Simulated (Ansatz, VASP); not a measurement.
## One calculation of C, two programs

INCAR

```
SYSTEM = C
PREC = Accurate
ENCUT = 520
EDIFF = 1E-7
ISMEAR = -1
SIGMA = 0.02
LREAL = .False.
LASPH = .True.
NELM = 80
ALGO = Normal
ISIF = 2
LWAVE = .False.
LCHARG = .True.
LELF = .True.
LVHAR = .True.
NBANDS = 16
```

File KPOINTS:

```
regular mesh
0
Gamma
  12 12 12
  0 0 0
```

POSCAR

```
C
1.0
    1.2331881000      0.7119814815      8.2826151033
   -1.2331881000      0.7119814815      8.2826151033
    0.0000000000     -1.4239629630      8.2826151033
C
4
Direct
    0.0871730800      0.0871730801      0.0871730800
    0.9128269200      0.9128269199      0.9128269200
    0.7538500600      0.7538500600      0.7538500600
    0.2461499400      0.2461499400      0.2461499400
```

The input input.yaml:

```yaml
crystal:
  lattice:
    - [1.2331881, 0.7119814815, 8.2826151033]
    - [-1.2331881, 0.7119814815, 8.2826151033]
    - [0.0, -1.423962963, 8.2826151033]
  atoms:
    - { symbol: C, position: [0.08717308, 0.0871730801, 0.08717308] }
    - { symbol: C, position: [0.91282692, 0.9128269199, 0.91282692] }
    - { symbol: C, position: [0.75385006, 0.75385006, 0.75385006] }
    - { symbol: C, position: [0.24614994, 0.24614994, 0.24614994] }
hamiltonian:
  xc: lda
  pseudopotentials: { kind: paw }
kpoints:
  mp_grid: { grid: [12, 12, 12] }
scf:
  occupations: { method: fermi_dirac, width: 0.02 }
  n_extra_bands: 10
output:
  forces: true
  stress: true
  eigenvalues: true
  dos: { projected: false, de: 0.05, nscf_kmesh: { grid: [18, 18, 18] } }
  write_density: true
  write_potential: true
  elf: true
  volumetric_format: npy
```

Alike in both runs: functional LDA; k mesh 12 × 12 × 12; occupations fermi-dirac, width 0.02 eV; no spin polarisation.

|  | VASP | Ansatz |
| --- | --- | --- |
| version | VASP 6.6.1 | Ansatz 0.2.0 |
| potentials or method | VASP PAW LDA potentials, release 64 (C) | Ansatz PAW |
| plane-wave cutoff (eV) | 520 | 420 |
| valence electrons in the cell | 16 | 16 |
| task | single point | density of states |

```tsv
	VASP	Ansatz	Ansatz less VASP
gap on the k mesh at the Fermi level (eV)	0.19	0.19	-0.002
least direct gap on the mesh (eV)	0.19	0.19	-0.001
pressure (GPa)	-5.5	-6.1	-0.64
traceless stress, the component that is largest in VASP (GPa)	4.43	5.17	+0.738
rms of the force components (eV/Å)	0.004	0.004	0.0000
```

LDA's correlation is that of Perdew and Zunger in VASP and of Perdew and Wang (1992) in Ansatz. Atom by atom the forces differ by 0.000 eV/Å (rms over components).
